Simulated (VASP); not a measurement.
Input of a VASP 6.6.1 run:

Contents of INCAR:

```
PREC = Accurate ; ENCUT = 500
EDIFF = 1E-6 ; ISMEAR = 0
SIGMA = 0.02 ; LREAL = False
LASPH = True ; NELM = 120
ALGO = Normal ; ISIF = 2
LWAVE = False ; LCHARG = False
GGA = PE ; NBANDS = 26
GGA_COMPAT = False
```

The input KPOINTS:

```
Automatic mesh
0
Gamma
  8 6 8
```

Contents of POSCAR:

```
GaP
1.0
    3.8937583128      0.0000000000      0.0000000000
    0.0000000000      5.5066058189      0.0000000000
    0.0000000000      0.0000000000      3.8937583128
Ga P
2 2
Direct
    0.0000000000      0.0000000000      0.0000000000
    0.5000000000      0.5000000000      0.5000000000
    0.5000000000      0.2500000000      0.0000000000
    0.0000000000      0.7500000000      0.5000000000
```

Potentials or basis: VASP PAW PBE potentials, release 64 (Ga_d, P).

Run with:

```sh
$ cat potpaw_PBE.64/Ga_d/POTCAR potpaw_PBE.64/P/POTCAR > POTCAR
$ mpirun -np 1 vasp_std > vasp.out
```

Problem. Predict the pressure.

Solution. -0.1 GPa.

Problem. Estimate the band gap on the k mesh.

Solution. 1.57 eV.

A k mesh can miss the band edges. Expect the measured gap to be larger: semilocal functionals such as PBE lack the derivative discontinuity.
